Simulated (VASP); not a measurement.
A run of VASP 6.6.1 is set up as follows.

The input INCAR:

```
SYSTEM = Pb
PREC     = Accurate       ! precision mode
ENCUT    = 520            ! plane-wave cutoff, eV
EDIFF    = 1E-6           ! SCF threshold, eV
ISMEAR   = 0              ! smearing method
SIGMA    = 0.15           ! smearing width, eV
LREAL    = .False.        ! projectors in reciprocal space
LASPH    = .True.         ! aspherical terms in the spheres
NELM     = 60             ! most SCF steps
ALGO     = Fast           ! electronic algorithm
ISIF     = 2              ! what is computed and relaxed
LWAVE    = .False.        ! write WAVECAR
LCHARG   = .False.        ! write CHGCAR
GGA      = PS             ! functional
NBANDS   = 21             ! bands
```

KPOINTS

```
regular mesh
0
Gamma
  15 15 10
  0 0 0
```

POSCAR

```
Pb
1.0
    3.3060006560      0.0000000000      0.0000000000
   -1.6530003280      2.8630805531      0.0000000000
    0.0000000000      0.0000000000      5.8695000000
Pb
2
Direct
    0.3333333333      0.6666666667      0.2500000000
    0.6666666667      0.3333333333      0.7500000000
```

Potentials or basis: VASP PAW PBE potentials, release 64 (Pb_d).

Run with:

```console
$ cat potpaw_PBE.64/Pb_d/POTCAR > POTCAR
$ mpirun -np 1 vasp_std > vasp.out
```

Problem. What does it give for the band gap on the k mesh?

Solution. Zero (bands 14 and 15 overlap by 8.52 eV).

Problem. Predict the pressure.

Solution. 4.3 GPa.

Stress tensor (GPa, compression positive):
```
6.06 0.00 0.00
0.00 6.06 0.00
0.00 0.00 0.92
```

Caveat: the cell differs from its parent crystal (strain -0.050 along x and y, +0.050 along z); the stress differs along the axes, from 1 to 6 GPa; the PAW data sets were made with another functional, which shifts forces and pressure a little; spin-orbit coupling is left out, which moves the levels of the heavy elements.
